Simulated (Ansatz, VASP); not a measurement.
# Bi2Te3 in VASP and in Ansatz

File INCAR:

```
SYSTEM = Bi2Te3
  PREC = Accurate
  ENCUT = 520
  EDIFF = 1E-6
  ISMEAR = -1
  SIGMA = 0.05
  LREAL = .FALSE.
  LASPH = .TRUE.
  NELM = 80
  ALGO = Normal
  ISIF = 2
  LWAVE = .FALSE.
  LCHARG = .TRUE.
  LELF = .TRUE.
  LVHAR = .TRUE.
  NBANDS = 32
```

KPOINTS

```
regular mesh
0
G
  7 7 7
  0 0 0
```

POSCAR

```
Bi2Te3
1.0
    2.1930000000      1.2661291403     10.1656666667
   -2.1930000000      1.2661291403     10.1656666667
    0.0000000000     -2.5322582807     10.1656666667
Bi Te
2 3
Direct
    0.6000000000      0.6000000000      0.6000000000
    0.4000000000      0.4000000000      0.4000000000
    0.7905000000      0.7905000000      0.7905000000
    0.2095000000      0.2095000000      0.2095000000
    0.0000000000      0.0000000000      0.0000000000
```

input.yaml

```yaml
crystal:
  lattice:
    - [2.193, 1.2661291403, 10.1656666667]
    - [-2.193, 1.2661291403, 10.1656666667]
    - [0.0, -2.5322582807, 10.1656666667]
  atoms:
    - { symbol: Bi, position: [0.6, 0.6, 0.6] }
    - { symbol: Bi, position: [0.4, 0.4, 0.4] }
    - { symbol: Te, position: [0.7905, 0.7905, 0.7905] }
    - { symbol: Te, position: [0.2095, 0.2095, 0.2095] }
    - { symbol: Te, position: [0.0, 0.0, 0.0] }
kpoints:
  mp_grid: { grid: [7, 7, 7] }
  band_path:
    path:
      - [0.0, 0.0, 0.0]
      - [0.5, 0.0, 0.0]
      - [0.5, 0.1770083925, -0.1770083925]
    npoints: 8
scf:
  occupations: { method: fermi_dirac, width: 0.05 }
hamiltonian:
  xc: lda
  pseudopotentials: { kind: all_electron, lapw: { basis_error: 0.002 } }
output:
  forces: true
  stress: true
  eigenvalues: true
```

Alike in both runs: functional LDA; k mesh 7 × 7 × 7; occupations fermi-dirac, width 0.05 eV; no spin polarisation.

|  | VASP | Ansatz |
| --- | --- | --- |
| version | VASP 6.6.1 | Ansatz 0.2.0 |
| potentials or method | VASP PAW LDA potentials, release 64 (Bi_d, Te), cutoff 520 eV | all-electron LAPW, scalar-relativistic |
| task | single point | band structure |

```tsv
	VASP	Ansatz	Ansatz less VASP
gap on the k mesh at the Fermi level (eV)	0.20	0.21	+0.012
least direct gap on the mesh (eV)	0.20	0.21	+0.012
pressure (GPa)	-1.7	-1.7	-0.08
traceless stress, the component that is largest in VASP (GPa)	-0.31	-0.31	-0.008
rms of the force components (eV/Å)	0.060	0.073	+0.0124
```

LDA's correlation is that of Perdew and Zunger in VASP and of Perdew and Wang (1992) in Ansatz. Atom by atom the forces differ by 0.013 eV/Å (rms over components). Ansatz ran all-electron here, and VASP with PAW potentials.

Spin-orbit coupling is off throughout.
